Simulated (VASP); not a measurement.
# BeTe (F-43m) in VASP: settings compared, part 2 of 2

VASP 6.6.1. Earlier steps stand in the parts before.

### 4 Vibrations by perturbation theory, LDA

The input, INCAR:

```
ALGO = Normal
EDIFF = 1E-8
ENCUT = 520
GGA = CA
IBRION = 8
ISIF = 2
ISMEAR = -1
LASPH = True
LCHARG = False
LREAL = False
LWAVE = False
NBANDS = 11
NELM = 80
NSW = 1
PREC = Accurate
SIGMA = 0.05
```

The input, KPOINTS:

```
k-points
0
Gamma
  6 6 6
```

The input, POSCAR:

```
BeTe
1.0
    0.0000000000      2.7700000000      2.7700000000
    2.7700000000      0.0000000000      2.7700000000
    2.7700000000      2.7700000000      0.0000000000
Te Be
1 1
Direct
    0.7500000000      0.7500000000      0.7500000000
    0.0000000000      0.0000000000      0.0000000000
```

Potentials or basis: VASP PAW LDA potentials, release 64 (Te, Be).

Launch:

```sh
> cat potpaw_LDA.64/Te/POTCAR potpaw_LDA.64/Be/POTCAR > POTCAR
> mpirun -np 1 vasp_std > vasp.out
```

OUTCAR:

```text
EDIFF = 1E-8
   ENCUT = 520
   GGA = CA
   IBRION = 8
   ISIF = 2
   ISMEAR = -1
   LASPH = True
   LREAL = False
   NELM = 80
   NSW = 1
   PREC = Accurate

 ion  position               nearest neighbor table
   1  0.750  0.750  0.750-   2 2.40   2 2.40   2 2.40   2 2.40
   2  0.000  0.000  0.000-   1 2.40   1 2.40   1 2.40   1 2.40

  LATTYP: Found a face centered cubic cell.
 ALAT       =     5.5400000000

  Lattice vectors:

 A1 = (   0.0000000000,   2.7700000000,   2.7700000000)
 A2 = (   2.7700000000,   0.0000000000,   2.7700000000)
 A3 = (   2.7700000000,   2.7700000000,   0.0000000000)

Analysis of symmetry for initial positions (statically):
=====================================================================
 Subroutine PRICEL returns:
 Original cell was already a primitive cell.

 Routine SETGRP: Setting up the symmetry group for a
 face centered cubic supercell.

 Subroutine GETGRP returns: Found 24 space group operations
 (whereof 24 operations were pure point group operations)
 out of a pool of 48 trial point group operations.

The static configuration has the point symmetry T_d .

Analysis of symmetry for dynamics (positions and initial velocities):
=====================================================================
 Subroutine PRICEL returns:
 Original cell was already a primitive cell.

 Routine SETGRP: Setting up the symmetry group for a
 face centered cubic supercell.

 Subroutine GETGRP returns: Found 24 space group operations
 (whereof 24 operations were pure point group operations)
 out of a pool of 48 trial point group operations.

The dynamic configuration has the point symmetry T_d .

 Subroutine INISYM returns: Found 24 space group operations
 (whereof 24 operations are pure point group operations),
[... 393 lines left out ...]

  FREE ENERGIE OF THE ION-ELECTRON SYSTEM (eV)
  ---------------------------------------------------
  free  energy   TOTEN  =        -8.7189042987 eV

  energy  without entropy=       -8.7189042974  energy(sigma->0) =       -8.71890430

[... ionic steps 2 to 3 ...]

--------------------------------------- Ionic step        4  -------------------------------------------

------------------------ aborting loop because EDIFF is reached ----------------------------------------

[... ionic steps 5 to 6 ...]

--------------------------------------- Ionic step        7  -------------------------------------------

 Free energy of the ion-electron system (eV)
  ---------------------------------------------------
  ---------------------------------------------------
  free energy    TOTEN  =        -0.00912176 eV

  energy without entropy =       -0.00912176

------------------------ aborting loop because EDIFF is reached ----------------------------------------

 INTERNAL STRAIN TENSOR  FOR ION    2  DIRECTION 1   (eV/Angst):
 -----------------------------------------------------------------------------
     0.01101  0.00000  0.00000
     0.00000 -0.00616 -5.46708
     0.00000 -5.46708 -0.00616

 INTERNAL STRAIN TENSOR FOR ION    2 for displacements in x,y,z  (eV/Angst):
          X           Y           Z          XY          YZ          ZX
  --------------------------------------------------------------------------------
  x     0.00000     0.00000     0.00000     0.00000    -5.46708     0.00000
  y     0.00000    -0.00000     0.00000     0.00000     0.00000    -5.46708
  z     0.00000     0.00000     0.00000    -5.46708     0.00000     0.00000

 SECOND DERIVATIVES (NOT SYMMETRIZED)
 ------------------------------------
               1X          1Y          1Z          2X          2Y          2Z
  1X    -7.414147    0.000000    0.000000    7.414147    0.000000    0.000000
  1Y     0.000000   -7.414147    0.000000    0.000000    7.414147    0.000000
  1Z     0.000000    0.000000   -7.414147    0.000000    0.000000    7.414147
  2X     7.417814    0.000000    0.000000   -7.417814    0.000000    0.000000
  2Y     0.000000    7.417814    0.000000    0.000000   -7.417814    0.000000
  2Z     0.000000    0.000000    7.417814    0.000000    0.000000   -7.417814

 Eigenvectors and eigenvalues of the dynamical matrix
 ----------------------------------------------------

   1 f  =   14.674645 THz    92.203513 2PiTHz  489.493462 cm-1    60.689427 meV
             X         Y         Z           dx          dy          dz
      4.155000  4.155000  4.155000     0.000000    0.000000   -0.256796
      0.000000  0.000000  0.000000     0.000000   -0.000000    0.966466
[... 21 lines left out ...]
   6 f/i=    0.000900 THz     0.005658 2PiTHz    0.030036 cm-1     0.003724 meV
             X         Y         Z           dx          dy          dz
      4.155000  4.155000  4.155000    -0.373627    0.889887   -0.050591
      0.000000  0.000000  0.000000    -0.099275    0.236449   -0.013442

--------------------------------------------------------------------------------------------------------

 ELASTIC MODULI CONTR FROM IONIC RELAXATION (kBar)
 Direction    XX          YY          ZZ          XY          YZ          ZX
 --------------------------------------------------------------------------------
 XX          -0.0000      0.0000      0.0000      0.0000      0.0000      0.0000
 YY           0.0000     -0.0000      0.0000      0.0000      0.0000     -0.0000
 ZZ           0.0000      0.0000     -0.0000      0.0000      0.0000      0.0000
 XY           0.0000      0.0000      0.0000   -144.7858      0.0000      0.0000
 YZ           0.0000      0.0000      0.0000      0.0000   -144.7858      0.0000
 ZX           0.0000     -0.0000      0.0000      0.0000      0.0000   -144.7858
 --------------------------------------------------------------------------------
```

stdout:

```text
POSCAR found type information on POSCAR TeBe
 POSCAR found :  2 types and       2 ions
 scaLAPACK will be used
 LDA part: xc-table for (Slater(with rela. corr.)+CA(PZ))
 , standard interpolation
 POSCAR, INCAR and KPOINTS ok, starting setup
 FFT: planning ... GRIDC
 FFT: planning ... GRID_SOFT
 FFT: planning ... GRID
 WAVECAR not read
 entering main loop
 Linear response reoptimize wavefunctions to high precision
 Linear response DOF=           2
 Linear response progress:
 first order change of Fermi-energy   0.24809E-03
 force on displaced ion       1 direction 1 :  -7.414   0.000   0.000
 Linear response progress:
 first order change of Fermi-energy   0.16594E-04
 force on displaced ion       2 direction 1 :  -7.418  -0.000  -0.000
 Linear response finished
```

It took 2.3 min on 1 thread of Intel Xeon 8259CL, shared host; peak memory 0.18 GiB.

What came out:

```yaml
Highest_phonon_frequency_at_Γ_LO-TO_splitting_left_out: 489 cm⁻¹
```

Phonon frequencies in cm⁻¹ (negative: imaginary):
```
              q point        frequencies
(0.000, 0.000, 0.000)  0 0 0 489 489 489
```

Caveat: spin-orbit coupling is left out, which moves the levels of the heavy elements.
